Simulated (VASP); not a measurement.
# S (Fd-3m) in VASP: further runs, part 2 of 2

VASP 6.6.1.

## (3) Single point, PBE (volume scaled by 0.75)

Contents of INCAR:

```
ALGO = Normal
EDIFF = 1E-7
ENCUT = 520
GGA = PE
ISIF = 2
ISMEAR = -1
LASPH = True
LCHARG = False
LREAL = False
LWAVE = False
NBANDS = 13
NELM = 80
PREC = Accurate
SIGMA = 0.08
```

Contents of KPOINTS:

```
k-points
0
Gamma
  13 13 13
```

Contents of POSCAR:

```
S
1.0
    0.0000000000      2.6300096372      2.6300096372
    2.6300096372      0.0000000000      2.6300096372
    2.6300096372      2.6300096372      0.0000000000
S
2
Direct
   -0.1250000000     -0.1250000000     -0.1250000000
    0.1250000000      0.1250000000      0.1250000000
```

Potentials or basis: VASP PAW PBE potentials, release 64 (S).

On the command line:

```sh
$ cat potpaw_PBE.64/S/POTCAR > POTCAR
$ mpirun -np 1 vasp_std > vasp.out
```

OUTCAR:

```text
EDIFF = 1E-7
   ENCUT = 520
   GGA = PE
   ISIF = 2
   ISMEAR = -1
   LASPH = True
   LREAL = False
   NELM = 80
   PREC = Accurate

 ion  position               nearest neighbor table
   1  0.875  0.875  0.875-   2 2.28   2 2.28   2 2.28   2 2.28
   2  0.125  0.125  0.125-   1 2.28   1 2.28   1 2.28   1 2.28

  LATTYP: Found a face centered cubic cell.
 ALAT       =     5.2600192744

  Lattice vectors:

 A1 = (   0.0000000000,   2.6300096372,   2.6300096372)
 A2 = (   2.6300096372,   0.0000000000,   2.6300096372)
 A3 = (   2.6300096372,   2.6300096372,   0.0000000000)

Analysis of symmetry for initial positions (statically):
=====================================================================
 Subroutine PRICEL returns:
 Original cell was already a primitive cell.

 Routine SETGRP: Setting up the symmetry group for a
 face centered cubic supercell.

 Subroutine GETGRP returns: Found 48 space group operations
 (whereof 12 operations were pure point group operations)
 out of a pool of 48 trial point group operations.

The static configuration has the point symmetry D_3d.
 The point group associated with its full space group is O_h .

Analysis of symmetry for dynamics (positions and initial velocities):
=====================================================================
 Subroutine PRICEL returns:
 Original cell was already a primitive cell.

 Routine SETGRP: Setting up the symmetry group for a
 face centered cubic supercell.

 Subroutine GETGRP returns: Found 48 space group operations
 (whereof 12 operations were pure point group operations)
 out of a pool of 48 trial point group operations.

The dynamic configuration has the point symmetry D_3d.
 The point group associated with its full space group is O_h .

 Subroutine INISYM returns: Found 48 space group operations
 (whereof 12 operations are pure point group operations),
 and found     1 'primitive' translations

[... 117 lines left out ...]
  Thomas-Fermi vector in A             =   2.267799
   LORBIT       =      0    0 simple, 1 ext, 2 COOP (PROOUT), +10 PAW based schemes
   GGA     = PE    functional components
   LHFCALC =     F    Hartree Fock is set to
   AEXX    =    0.0000 exact exchange contribution
   IVDW    =     0    specifies the selected vdW correction
   LEPSILON=     F    determine dielectric tensor
   LRPA    =     F    only Hartree local field effects (RPA)
 non-spin polarized calculation
  energy-cutoff  :      520.00
  volume of cell :       36.38
 maximum number of plane-waves:       992
   NGX = 13   NGY = 13   NGZ = 13

 number of electron      12.0000002 magnetization

 Free energy of the ion-electron system (eV)
  ---------------------------------------------------
  ext. energy  EPLUGINS =         0.00000000
  ---------------------------------------------------
  free energy    TOTEN  =        -5.64179552 eV

  energy without entropy =       -5.60307898  energy(sigma->0) =       -5.62243725

 E-fermi :   6.7455     XC(G=0): -10.0277

 val. band max:        6.7451534985   @ k =  -0.3077   0.3846   0.1538
 cond. band min:       6.7471260171   @ k =   0.4615   0.0000   0.0000
 fundamental gap:      0.0019725186
 Fermi energy:         6.7454761379

 k-point     1 :       0.0000    0.0000    0.0000
  band No.  band energies     occupation
      1     -11.4634      2.00000
      2      -0.8674      2.00000
      3       1.7089      2.00000
      4       1.7089      2.00000
      5       1.7089      2.00000
      6       5.2936      2.00000
      7       5.2936      2.00000
      8       5.2936      2.00000
      9      12.5922      0.00000
     10      13.9171      0.00000
     11      13.9171      0.00000
     12      17.5278      0.00000
     13      17.5278      0.00000
[... 354 lines left out ...]
  band No.  band energies     occupation
      1      -9.6701      2.00000
      2      -5.9475      2.00000
      3      -0.3541      2.00000
      4       0.3487      2.00000
      5       3.5497      2.00000
      6       6.3815      1.97909
      7       7.5442      0.00009
      8       9.0586      0.00000
      9      13.3107      0.00000
     10      14.4031      0.00000
     11      15.8483      0.00000
     12      16.8597      0.00000
     13      17.2282      0.00000

 [... further k-points ...]
[... 5 lines left out ...]
  --------------------------------------------------------------------------------------
  -------------------------------------------------------------------------------------
  Total        4.5652965      4.5652965      4.5652965      0.0000000      0.0000000      0.0000000
  in kB      201.0377220    201.0377220    201.0377220      0.0000000      0.0000000      0.0000000
  external PRESSURE =     201.0377220 kB  Pullay stress =       0.0000000 kB

 VOLUME and BASIS-vectors are now :
 -----------------------------------------------------------------------------
  energy-cutoff  :      520.00
  volume of cell :       36.38
      direct lattice vectors                 reciprocal lattice vectors
     0.000000000  2.630009637  2.630009637    -0.190113372  0.190113372  0.190113372
     2.630009637  0.000000000  2.630009637     0.190113372 -0.190113372  0.190113372
     2.630009637  2.630009637  0.000000000     0.190113372  0.190113372 -0.190113372

 POSITION                                       TOTAL-FORCE (eV/Angst)
 -----------------------------------------------------------------------------------
      4.60252      4.60252      4.60252         0.000000     -0.000000     -0.000000
      0.65750      0.65750      0.65750        -0.000000      0.000000      0.000000
 -----------------------------------------------------------------------------------
    total drift:                                0.000000     -0.000000     -0.000000

  FREE ENERGIE OF THE ION-ELECTRON SYSTEM (eV)
  ---------------------------------------------------
  free  energy   TOTEN  =        -5.6417955180 eV

  energy  without entropy=       -5.6030789830  energy(sigma->0) =       -5.62243725
```

stdout:

```text
POSCAR found type information on POSCAR S
 POSCAR found :  1 types and       2 ions
 scaLAPACK will be used
 LDA part: xc-table for (Slater+PW92), standard interpolation
 POSCAR, INCAR and KPOINTS ok, starting setup
 FFT: planning ... GRIDC
 FFT: planning ... GRID_SOFT
 FFT: planning ... GRID
 WAVECAR not read
 entering main loop
```

Run time: 28 s. Hardware: 1 thread of Intel Xeon Platinum 8259CL at 2.50GHz (Skylake/Cascade Lake), shared host; peak memory 0.16 GiB.

Results:

* Free energy: -5.6418 eV
* Pressure: 20.1 GPa
* Band gap on the k mesh: zero (band 6 reaches 7.67 eV, above the bottom of band 7 at 5.29 eV)

## (4) Single point, PBE (volume scaled by 0.75)

Contents of INCAR:

```
SYSTEM = S
ALGO = Normal
EDIFF = 1E-6
ENCUT = 520
GGA = PE
ISIF = 2
ISMEAR = -1
LASPH = .TRUE.
LCHARG = .FALSE.
LREAL = .FALSE.
LWAVE = .FALSE.
NBANDS = 13
NELM = 80
PREC = Accurate
SIGMA = 0.08
```

Contents of KPOINTS:

```
k-points
0
G
  13 13 13
  0 0 0
```

POSCAR is that of step 3.

On the command line:

```sh
$ cat potpaw_PBE.64/S/POTCAR > POTCAR
$ mpirun -np 1 vasp_std > vasp.out
```

Run time: 26 s. Hardware: 1 thread of Intel Xeon Platinum 8259CL at 2.50GHz (Skylake/Cascade Lake), shared host; peak memory 0.16 GiB.

It converged, with:

* Free energy: -5.6418 eV
* Pressure: 20.1 GPa
* Band gap on the k mesh: zero (band 6 reaches 7.67 eV, above the bottom of band 7 at 5.29 eV)

Levels at points of the mesh, in eV from the Fermi level:
| k point | band 3 | band 4 | band 5 | band 6 | band 7 | band 8 | band 9 | band 10 |
| --- | --- | --- | --- | --- | --- | --- | --- | --- |
| (0.00, 0.00, 0.00) | -5.04 | -5.04 | -5.04 | -1.45 | -1.45 | -1.45 | 5.85 | 7.17 |

## (5) Single point, PBE (volume scaled by 0.85)

Contents of INCAR:

```
SYSTEM = S
ALGO = Normal
EDIFF = 1E-7
ENCUT = 520
GGA = PE
ISIF = 2
ISMEAR = -1
LASPH = .True.
LCHARG = .True.
LELF = .True.
LREAL = .False.
LVHAR = .True.
LWAVE = .False.
NBANDS = 13
NELM = 100
PREC = Accurate
SIGMA = 0.08
```

Contents of KPOINTS:

```
k-points
0
Gamma
  13 13 13
  0 0 0
```

Contents of POSCAR:

```
S
1.0
    0.0000000000      2.7420575196      2.7420575196
    2.7420575196      0.0000000000      2.7420575196
    2.7420575196      2.7420575196      0.0000000000
S
2
Direct
   -0.1250000000     -0.1250000000     -0.1250000000
    0.1250000000      0.1250000000      0.1250000000
```

On the command line:

```sh
$ cat potpaw_PBE.64/S/POTCAR > POTCAR
$ mpirun -np 1 vasp_std > vasp.out
```

Wall time 40 s (1 thread of Intel Xeon Platinum 8259CL at 2.50GHz (Skylake/Cascade Lake), shared host); peak memory 0.17 GiB.

It converged, with:

```yaml
Free_energy: -6.0766 eV
Pressure: 9.3 GPa
Band_gap_on_the_k_mesh: zero (band 6 reaches 5.77 eV, above the bottom of band 7 at 4.02 eV)
```

Levels at points of the mesh, in eV from the Fermi level:
```tsv
k point	band 3	band 4	band 5	band 6	band 7	band 8	band 9	band 10
(0.00, 0.00, 0.00)	-4.50	-4.50	-4.50	-1.22	-1.22	-1.22	5.70	7.48
```

## (6) Summary

```tsv
cell	gap on the mesh (eV)	pressure (GPa)
a = 3.354 Å, angles 60.0°, 2 atoms	none	64.5
a = 3.719 Å, angles 60.0°, 2 atoms	none	20.1
a = 3.878 Å, angles 60.0°, 2 atoms	none	9.3
```

Alike in all rows: task single point; level PBE; potentials or basis VASP PAW PBE potentials, release 64 (S); no spin polarisation; k mesh 13 × 13 × 13; cutoff (eV) 520; smearing fermi-dirac 0.08 eV.

Total energies depend on the potentials used, so only differences within one code and one set of settings carry meaning.
